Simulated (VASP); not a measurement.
Wanted: the native input for a VASP 6.6.1 run.

| Item | Value |
| --- | --- |
| Task | single point |
| Functional | revPBE |
| Potentials or basis | VASP PAW PBE potentials, release 64 (Ti_sv, O) |
| Cutoff | 520 eV |
| k mesh | 6 × 6 × 5 |
| Occupations | fermi-dirac, width 0.05 eV |
| Spin | no spin polarisation |
| Dipole correction | no |
| Further INCAR settings | ALGO = Normal; EDIFF = 1e-06; NBANDS = 46 |

The structure of TiO2 lies in POSCAR:

```
TiO2
1.0
    5.7810628304      0.0000000000      0.0000000000
   -2.8905314152      5.0065472720      0.0000000000
    0.0000000000      0.0000000000      6.3457332906
Ti O
3 6
Direct
    0.4991948202      0.0000000000      0.3333333333
    0.0000000000      0.4991948202      0.6666666667
    0.5008051798      0.5008051798      0.0000000000
    0.5733371840      0.7881693540      0.1655211239
    0.7851678300      0.2118306460      0.5011455428
    0.2148321700      0.4266628160      0.8321877906
    0.7881693540      0.5733371840      0.8344788761
    0.2118306460      0.7851678300      0.4988544572
    0.4266628160      0.2148321700      0.1678122094
```

One way to write it, as run:

INCAR

```
SYSTEM = TiO2
PREC = Accurate
ENCUT = 520
EDIFF = 1E-6
ISMEAR = -1
SIGMA = 0.05
LREAL = .False.
LASPH = .True.
NELM = 60
ALGO = Normal
ISIF = 2
LWAVE = .False.
LCHARG = .False.
GGA = RE
NBANDS = 46
```

KPOINTS

```
regular mesh
0
Gamma
  6 6 5
  0 0 0
```

Potentials or basis: VASP PAW PBE potentials, release 64 (Ti_sv, O).

Command:

```console
$ cat potpaw_PBE.64/Ti_sv/POTCAR potpaw_PBE.64/O/POTCAR > POTCAR
$ mpirun -np 1 vasp_std > vasp.out
```

Results of the run:

```json
{
  "Pressure": "0.3 GPa",
  "Largest force": "0.022 eV/Å",
  "Band gap on the k mesh": "3.32 eV (least direct gap 3.42 eV)"
}
```

Caveat: the PAW data sets were made with another functional, which shifts forces and pressure a little.

Wall time 8.1 min on 1 thread of Intel Xeon 8259CL, on a shared host, peak memory 0.42 GiB.
